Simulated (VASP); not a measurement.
A run of VASP 6.6.1:

Contents of INCAR:

```
PREC = Accurate
ENCUT = 520
EDIFF = 1E-6
ISMEAR = 1
SIGMA = 0.1
LREAL = F
LASPH = T
NELM = 100
ALGO = Normal
ISIF = 2
LWAVE = F
LCHARG = F
GGA = PE
NBANDS = 18
```

KPOINTS

```
Automatic mesh
0
Gamma
  17 17 17
```

The input POSCAR:

```
Si2W
1.0
   -1.6146003643      1.6146003643      3.9339553220
    1.6146003643     -1.6146003643      3.9339553220
    1.6146003643      1.6146003643     -3.9339553220
Si W
2 1
Direct
    0.3345207121      0.3345207121      0.0000000000
    0.6654792879      0.6654792879      0.0000000000
    0.0000000000      0.0000000000      0.0000000000
```

Potentials or basis: VASP PAW PBE potentials, release 64 (Si, W_sv).

Run with:

```bash
$ cat potpaw_PBE.64/Si/POTCAR potpaw_PBE.64/W_sv/POTCAR > POTCAR
$ mpirun -np 1 vasp_std > vasp.out
```

Hardware: 1 thread of Intel Xeon 8259CL (shared host).

**Question.** How long does it take, and how much memory?

**Answer.** It took 9.4 min on 1 thread of Intel Xeon 8259CL, on a shared host, peak memory 0.43 GiB. Counts: scf iterations 12, k points 405.
